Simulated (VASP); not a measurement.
# MnHg (Pm-3m) in VASP: single point with PBE

Aim: the single point of MnHg with PBE.

Program: VASP 6.6.1. These are calculated values, not measurements. Logs are shortened: lines on timing, memory, paths and dates and some standing lists are left out, and cuts for length are marked.

## 1. The cell of the first run

Symmetry: Pm-3m, No. 221, cubic system. The conventional cell has a = 3.324 Å, b = 3.324 Å, c = 3.324 Å, α = 90.00°, β = 90.00°, γ = 90.00°. Mn (site symmetry m-3m) has 8 Hg at 2.88 Å and 6 Mn at 3.32 Å within 3.8 Å. Within 3.8 Å of Hg (site symmetry m-3m) lie 8 Mn at 2.88 Å and 6 Hg at 3.32 Å.

## 2. Single point, PBE, collinear spin, ferromagnetic start

File INCAR:

```
ALGO = Normal
EDIFF = 1E-6
ENCUT = 520
GGA = PE
ISIF = 2
ISMEAR = -1
ISPIN = 2
LASPH = T
LCHARG = T
LELF = T
LMAXMIX = 4
LORBIT = 11
LREAL = F
LVHAR = T
LWAVE = F
MAGMOM = 4 0
NBANDS = 24
NELM = 150
PREC = Accurate
SIGMA = 0.05
```

File KPOINTS:

```
k-points
0
Gamma
  12 12 12
```

File POSCAR:

```
MnHg
1.0
    3.3236786300      0.0000000000      0.0000000000
    0.0000000000      3.3236786300      0.0000000000
    0.0000000000      0.0000000000      3.3236786300
Mn Hg
1 1
Direct
    0.5000000000      0.5000000000      0.5000000000
    0.0000000000      0.0000000000      0.0000000000
```

Potentials or basis: VASP PAW PBE potentials, release 64 (Mn_pv, Hg).

Started as:

```bash
> cat potpaw_PBE.64/Mn_pv/POTCAR potpaw_PBE.64/Hg/POTCAR > POTCAR
> mpirun -np 1 vasp_std > vasp.out
```

OUTCAR:

```text
EDIFF = 1E-6
   ENCUT = 520
   GGA = PE
   ISIF = 2
   ISMEAR = -1
   ISPIN = 2
   LASPH = T
   LORBIT = 11
   LREAL = F
   NELM = 150
   PREC = Accurate

 ion  position               nearest neighbor table
   1  0.500  0.500  0.500-   2 2.88   2 2.88   2 2.88   2 2.88   2 2.88   2 2.88   2 2.88   2 2.88

   2  0.000  0.000  0.000-   1 2.88   1 2.88   1 2.88   1 2.88   1 2.88   1 2.88   1 2.88   1 2.88

  LATTYP: Found a simple cubic cell.
 ALAT       =     3.3236786300

  Lattice vectors:

 A1 = (   3.3236786300,   0.0000000000,   0.0000000000)
 A2 = (   0.0000000000,   3.3236786300,   0.0000000000)
 A3 = (   0.0000000000,   0.0000000000,   3.3236786300)

Analysis of symmetry for initial positions (statically):
=====================================================================
 Subroutine PRICEL returns:
 Original cell was already a primitive cell.

 Routine SETGRP: Setting up the symmetry group for a
 simple cubic supercell.

 Subroutine GETGRP returns: Found 48 space group operations
 (whereof 48 operations were pure point group operations)
 out of a pool of 48 trial point group operations.

The static configuration has the point symmetry O_h .

Analysis of symmetry for dynamics (positions and initial velocities):
=====================================================================
 Subroutine PRICEL returns:
 Original cell was already a primitive cell.

 Routine SETGRP: Setting up the symmetry group for a
 simple cubic supercell.

 Subroutine GETGRP returns: Found 48 space group operations
 (whereof 48 operations were pure point group operations)
 out of a pool of 48 trial point group operations.

The dynamic configuration has the point symmetry O_h .

Analysis of structural, dynamic, and magnetic symmetry:
=====================================================================
 Subroutine PRICEL returns:
 Original cell was already a primitive cell.

 Routine SETGRP: Setting up the symmetry group for a
 simple cubic supercell.

 Subroutine GETGRP returns: Found 48 space group operations
 (whereof 48 operations were pure point group operations)
 out of a pool of 48 trial point group operations.

The overall configuration has the point symmetry O_h .

 Subroutine INISYM returns: Found 48 space group operations
 (whereof 48 operations are pure point group operations),
 and found     1 'primitive' translations

----------------------------------------------------------------------------------------

                                     Primitive cell

  volume of cell :      36.7161

  direct lattice vectors                    reciprocal lattice vectors
     3.323678630  0.000000000  0.000000000     0.300871447  0.000000000  0.000000000
     0.000000000  3.323678630  0.000000000     0.000000000  0.300871447  0.000000000
     0.000000000  0.000000000  3.323678630     0.000000000  0.000000000  0.300871447

  length of vectors
     3.323678630  3.323678630  3.323678630     0.300871447  0.300871447  0.300871447

  position of ions in fractional coordinates (direct lattice)
     0.500000000  0.500000000  0.500000000
     0.000000000  0.000000000  0.000000000

  ion indices of the primitive-cell ions
   primitive index   ion index
                 1           1
                 2           2

----------------------------------------------------------------------------------------

 KPOINTS: k-points

Automatic generation of k-mesh.
 Grid dimensions read from file:
 generate k-points for:   12   12   12

 Generating k-lattice:

  Cartesian coordinates                     Fractional coordinates (reciprocal lattice)
     0.025072621  0.000000000  0.000000000     0.083333333  0.000000000  0.000000000
     0.000000000  0.025072621  0.000000000     0.000000000  0.083333333  0.000000000
     0.000000000  0.000000000  0.025072621     0.000000000  0.000000000  0.083333333

  Length of vectors
     0.025072621  0.025072621  0.025072621

  Shift w.r.t. Gamma in fractional coordinates (k-lattice)
     0.000000000  0.000000000  0.000000000

 Subroutine IBZKPT returns following result:
 ===========================================

 Found     84 irreducible k-points:

 Following reciprocal coordinates:
            Coordinates               Weight
  0.000000  0.000000  0.000000      1.000000
  0.083333  0.000000  0.000000      6.000000
  0.166667  0.000000  0.000000      6.000000
  0.250000  0.000000  0.000000      6.000000
  0.333333  0.000000  0.000000      6.000000
  0.416667  0.000000  0.000000      6.000000
[... 16 lines left out ...]
  0.333333  0.333333  0.000000     12.000000
  0.416667  0.333333  0.000000     24.000000
 [... further k-points ...]
   k-points           NKPTS =     84   k-points in BZ     NKDIM =     84   number of bands    NBANDS=     24
   number of dos      NEDOS =    301   number of ions     NIONS =      2
   total plane-waves  NPLWV =  21952
   dimension x,y,z NGX =    28 NGY =   28 NGZ =   28
   dimension x,y,z NGXF=    56 NGYF=   56 NGZF=   56
   ions per type =               1   1
   NGX,Y,Z   is equivalent  to a cutoff of  14.01, 14.01, 14.01 a.u.
   NGXF,Y,Z  is equivalent  to a cutoff of  28.01, 28.01, 28.01 a.u.
 SYSTEM =  unknown system
   PREC   = accura    normal or accurate (medium, high low for compatibility)
   ISTART =      0    job   : 0-new  1-cont  2-samecut
   ICHARG =      2    charge: 1-file 2-atom 10-const
   ISPIN  =      2    spin polarized calculation?
   LNONCOLLINEAR =      F non collinear calculations
   LSORBIT =      F    spin-orbit coupling
   LASPH  =      T    aspherical Exc in radial PAW
   ENCUT  =  520.0 eV  38.22 Ry    6.18 a.u.   6.18  6.18  6.18*2*pi/ulx,y,z
   NELM   =    150;   NELMIN=  2; NELMDL= -5     # of ELM steps
   EDIFF  = 0.1E-05   stopping-criterion for ELM
   LREAL  =      F    real-space projection
   EDIFFG = 0.1E-04   stopping-criterion for IOM
   NSW    =      0    number of steps for IOM
   IBRION =     -1    ionic relax: 0-MD 1-quasi-New 2-CG
   NFREE  =      0    steps in history (QN), initial steepest desc. (CG)
   ISIF   =      2    stress and relaxation
   ISYM   =      2    0-nonsym 1-usesym 2-fastsym
   POTIM  = 0.5000    time-step for ionic-motion
   TEBEG  =    0.0;   TEEND  =   0.0 temperature during run
   PSTRESS=    0.0 pullay stress
   NELECT =      25.0000    total number of electrons
   NUPDOWN=      -1.0000    fix difference up-down
   EMIN   =  10.00;   EMAX   =-10.00  energy-range for DOS
   EFERMI =   0.00;   METHOD = LEGACY
   ISMEAR =    -1;   SIGMA  =   0.05  broadening in eV -4-tet -1-fermi 0-gaus
   EFERMI_NEDOS =   21; number of points for ismear=-14 and -15
   IALGO  =     38    algorithm
   IMIX   =      4    mixing-type and parameters
     AMIX     =   0.40;   BMIX     =  1.00
     AMIX_MAG =   1.60;   BMIX_MAG =  1.00
  volume/ion in A,a.u.               =      18.36       123.89
  Fermi-wavevector in a.u.,A,eV,Ry     =   1.440243  2.721665 28.222568  2.074300
  Thomas-Fermi vector in A             =   2.559009
   LORBIT       =     11    0 simple, 1 ext, 2 COOP (PROOUT), +10 PAW based schemes
   GGA     = PE    functional components
   LHFCALC =     F    Hartree Fock is set to
   AEXX    =    0.0000 exact exchange contribution
   IVDW    =     0    specifies the selected vdW correction
   LEPSILON=     F    determine dielectric tensor
   LRPA    =     F    only Hartree local field effects (RPA)
 spin polarized calculation
  energy-cutoff  :      520.00
  volume of cell :       36.72
 maximum number of plane-waves:      1021
 NGX is ok and might be reduce to    28
   NGX = 13   NGY = 13   NGZ = 13

 number of electron      25.0000008 magnetization       3.9346603

 Free energy of the ion-electron system (eV)
  ---------------------------------------------------
  ext. energy  EPLUGINS =         0.00000000
  ---------------------------------------------------
  free energy    TOTEN  =        -8.50079203 eV

  energy without entropy =       -8.48875650  energy(sigma->0) =       -8.49477426

 E-fermi :   5.4763     XC(G=0): -11.6402

 val. band max:        5.4732087624   @ k =   0.4167   0.2500   0.0833
 cond. band min:       5.4817091605   @ k =   0.4167   0.0000   0.0000
 fundamental gap:      0.0085003980
 Fermi energy:         5.4763290594

 spin component 1

 k-point     1 :       0.0000    0.0000    0.0000
  band No.  band energies     occupation
      1     -44.7359      1.00000
      2     -44.7359      1.00000
      3     -44.7359      1.00000
      4      -4.1365      1.00000
      5      -2.7648      1.00000
      6      -2.7648      1.00000
[... 16 lines left out ...]
     23      22.4549      0.00000
     24      26.0942      0.00000
[... 598 lines left out ...]
      2     -44.7463      1.00000
      3     -44.7340      1.00000
      4      -2.7711      1.00000
      5      -2.5580      1.00000
      6      -2.0415      1.00000
[... 16 lines left out ...]
     23      23.1938      0.00000
     24      24.5176      0.00000

 [... further k-points ...]

 spin component 2

 k-point     1 :       0.0000    0.0000    0.0000
  band No.  band energies     occupation
      1     -40.6655      1.00000
      2     -40.6655      1.00000
      3     -40.6655      1.00000
      4      -3.9202      1.00000
      5      -2.7471      1.00000
      6      -2.7471      1.00000
[... 16 lines left out ...]
     23      22.4752      0.00000
     24      27.0678      0.00000
[... 598 lines left out ...]
      2     -40.6783      1.00000
      3     -40.6630      1.00000
      4      -2.6558      1.00000
      5      -2.5454      1.00000
      6      -1.9643      1.00000
[... 16 lines left out ...]
     23      23.8018      0.00000
     24      25.0672      0.00000

 [... further k-points ...]

------------------------ aborting loop because EDIFF is reached ----------------------------------------

  FORCE on cell =-STRESS in cart. coord.  units (eV):
  Direction    XX          YY          ZZ          XY          YZ          ZX
  --------------------------------------------------------------------------------------
  -------------------------------------------------------------------------------------
  Total        0.0932543      0.0932543      0.0932543     -0.0000000      0.0000000     -0.0000000
  in kB        4.0693237      4.0693237      4.0693237     -0.0000000      0.0000000     -0.0000000
  external PRESSURE =       4.0693237 kB  Pullay stress =       0.0000000 kB

 VOLUME and BASIS-vectors are now :
 -----------------------------------------------------------------------------
  energy-cutoff  :      520.00
  volume of cell :       36.72
      direct lattice vectors                 reciprocal lattice vectors
     3.323678630  0.000000000  0.000000000     0.300871447  0.000000000  0.000000000
     0.000000000  3.323678630  0.000000000     0.000000000  0.300871447  0.000000000
     0.000000000  0.000000000  3.323678630     0.000000000  0.000000000  0.300871447

 POSITION                                       TOTAL-FORCE (eV/Angst)
 -----------------------------------------------------------------------------------
      1.66184      1.66184      1.66184         0.000000      0.000000      0.000000
      0.00000      0.00000      0.00000         0.000000      0.000000      0.000000
 -----------------------------------------------------------------------------------
    total drift:                                0.000000      0.000000      0.000000

  FREE ENERGIE OF THE ION-ELECTRON SYSTEM (eV)
  ---------------------------------------------------
  free  energy   TOTEN  =        -8.5007920296 eV

  energy  without entropy=       -8.4887564973  energy(sigma->0) =       -8.49477426

 total charge

# of ion       s       p       d       tot
------------------------------------------
    1        0.251   6.171   4.973  11.394
    2        0.816   0.512   9.256  10.584
--------------------------------------------------
tot          1.067   6.683  14.228  21.978

 magnetization (x)

# of ion       s       p       d       tot
------------------------------------------
    1        0.029   0.016   3.801   3.846
    2       -0.042  -0.061   0.048  -0.055
--------------------------------------------------
tot         -0.012  -0.045   3.849   3.791
```

It took 99 s on 1 thread of Intel Xeon Platinum 8375C at 2.90GHz (Ice Lake), shared host; peak memory 0.26 GiB.

Results:

```yaml
Free_energy: -8.5008 eV
Pressure: 0.4 GPa
Net_moment: 3.93 μB per cell
Site_moments: Mn +3.85; Hg -0.06 μB
Valence_electrons_inside_the_program's_atomic_spheres: Mn 11.39; Hg 10.58
```

Caveat: spin-orbit coupling is left out, which moves the levels of the heavy elements.
